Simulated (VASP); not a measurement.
Wanted: the native input for a VASP 6.6.1 run.

```
Task                   : single point
Functional             : PBE
Potentials or basis    : VASP PAW PBE potentials, release 64 (Ir, O)
Cutoff                 : 520 eV
k mesh                 : 12 × 12 × 1
Occupations            : gaussian, width 0.1 eV
Spin                   : no spin polarisation
Dipole correction      : yes
Further INCAR settings : ALGO = Normal; EDIFF = 1e-06; NBANDS = 24
```

The structure of Ir3O lies in POSCAR:

```
Ir3O
1.0
    2.7367600872      0.0000000000      0.0000000000
   -1.3683800436      2.3701037596      0.0000000000
    0.0000000000      0.0000000000     19.8425800730
Ir O
3 1
Direct
    0.6666666667      0.3333333333      0.2015866881
    0.3333333333      0.6666666667      0.3110139949
    0.0000000000      0.0000000000      0.4204382718
    0.1666666667      0.6666666667      0.4930526974
```

These files were run (other wordings do the same):

INCAR

```
ALGO = Normal
DIPOL = 0.5 0.5 0.357
EDIFF = 1E-6
ENCUT = 520
GGA = PE
IDIPOL = 3
ISIF = 2
ISMEAR = 0
LASPH = T
LCHARG = F
LDIPOL = T
LREAL = F
LWAVE = F
NBANDS = 24
NELM = 100
PREC = Accurate
SIGMA = 0.1
```

KPOINTS

```
k-points
0
Gamma
  12 12 1
```

Potentials or basis: VASP PAW PBE potentials, release 64 (Ir, O).

Command:

```bash
$ cat potpaw_PBE.64/Ir/POTCAR potpaw_PBE.64/O/POTCAR > POTCAR
$ mpirun -np 1 vasp_std > vasp.out
```

Results of the run:

| Property | Result |
| --- | --- |
| Largest force | 1.272 eV/Å |
| Band gap on the k mesh | zero (an odd number of electrons rules out a gap without spin polarisation) |

Caveat: spin-orbit coupling is left out, which moves the levels of the heavy elements.

Wall time 5.3 min on 1 thread of Intel(R) Xeon(R) Platinum 8488C (Sapphire Rapids), with other jobs on the host, peak memory 0.36 GiB.
